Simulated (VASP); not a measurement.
# FTl: single point with AM05

The system is FTl, in a box.

```
F Tl
1.0
     9.00000    0.00000    0.00000
     0.00000    9.00000    0.00000
     0.00000    0.00000   12.00000
F Tl
1 1
Direct
  0.50144 0.50233 0.41598
  0.50144 0.50233 0.58968
```

```
Program             : VASP 6.6.1
Task                : single point
Functional          : AM05
Potentials or basis : VASP PAW PBE potentials, release 64 (F, Tl_d)
Cutoff              : 520 eV
k mesh              : 1 × 1 × 1
Occupations         : gaussian, width 0.03 eV
Spin                : no spin polarisation
```

* Largest force: 0.373 eV/Å
* Gap between the frontier levels: 3.49 eV

Forces on the atoms (eV/Å):
```
F    0.000  0.000 -0.373
Tl   0.000  0.000  0.373
```

Levels at points of the mesh, in eV from the valence-band top:
```
           k point  band 7  band 8  band 9  band 10  band 11  band 12  band 13  band 14
(0.00, 0.00, 0.00)   -3.56   -0.52   -0.52     0.00     3.49     4.56     4.56     6.07
```

It took 8.7 min on 1 thread of Intel(R) Xeon(R) Platinum 8488C (Sapphire Rapids) (shared host), peak memory 0.77 GiB.

Caveat: the PAW data sets were made with another functional, which shifts forces and pressure a little; spin-orbit coupling is left out, which moves the levels of the heavy elements.
